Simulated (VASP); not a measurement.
# Cr: single point with PBEsol+U

Cr:

```
Cr
1.0
     2.71400    0.00000    0.00000
    -1.35700    2.35039    0.00000
     0.00000    0.00000    4.41000
Cr
2
Direct
  0.66667 0.33333 0.75000
  0.33333 0.66667 0.25000
```

| Property | Result |
| --- | --- |
| Program | VASP 6.6.1 |
| Task | single point |
| Functional | PBEsol |
| Potentials or basis | VASP PAW PBE potentials, release 64 (Cr_pv) |
| Cutoff | 520 eV |
| k mesh | 11 × 11 × 6 |
| Occupations | tetrahedron |
| Spin | collinear spin, antiferromagnetic start |
| Starting moments | [3.0, -3.0] μB |
| Hubbard terms | Cr d U = 4.0 eV |

```yaml
Pressure: 28.2 GPa
Band_gap_on_the_k_mesh: zero (filled and empty bands overlap)
Net_moment: 0.00 μB per cell
Site_moments: Cr +3.94, -3.94 μB
Valence_electrons_inside_the_program's_atomic_spheres: Cr 10.85
```

Stress tensor (GPa, compression positive):
```
36.66  0.00  0.00
 0.00 36.66  0.00
 0.00  0.00 11.17
```

Levels at points of the mesh, in eV from the Fermi level:
Spin up:
```tsv
k point	band 10	band 11	band 12	band 13	band 14	band 15
(0.00, 0.00, 0.00)	-2.64	-1.47	-1.47	-0.37	1.03	3.75
(0.00, 0.00, 0.50)	-2.67	-2.67	-1.50	-1.50	1.94	3.90
```
Spin down:
```
           k point  band 9  band 10  band 11  band 12  band 13  band 14  band 15  band 16
(0.00, 0.00, 0.00)   -2.64    -2.64    -1.47    -1.47    -0.37     1.03     3.75     3.75
(0.00, 0.00, 0.50)   -2.86    -2.67    -2.67    -1.50    -1.50     1.94     3.90     3.90
```

Eigenvalues of the final occupation matrices:
```csv
site,spin,trace,eigenvalues
site 1 d,1,4.05,0.76 0.81 0.81 0.84 0.84
site 1 d,2,0.20,0.03 0.03 0.04 0.05 0.05
site 2 d,1,0.20,0.03 0.03 0.04 0.05 0.05
site 2 d,2,4.05,0.76 0.81 0.81 0.84 0.84
```

It took 91 s on 1 thread of Intel(R) Xeon(R) Platinum 8375C CPU @ 2.90GHz (Ice Lake) (shared host), peak memory 0.2 GiB.

Caveat: the PAW data sets were made with another functional, which shifts forces and pressure a little; the U is typed as a test and isn't derived for this compound; tetrahedron occupations give inexact forces and stress in metals. The state reached can hang on the start; a lower one may exist.
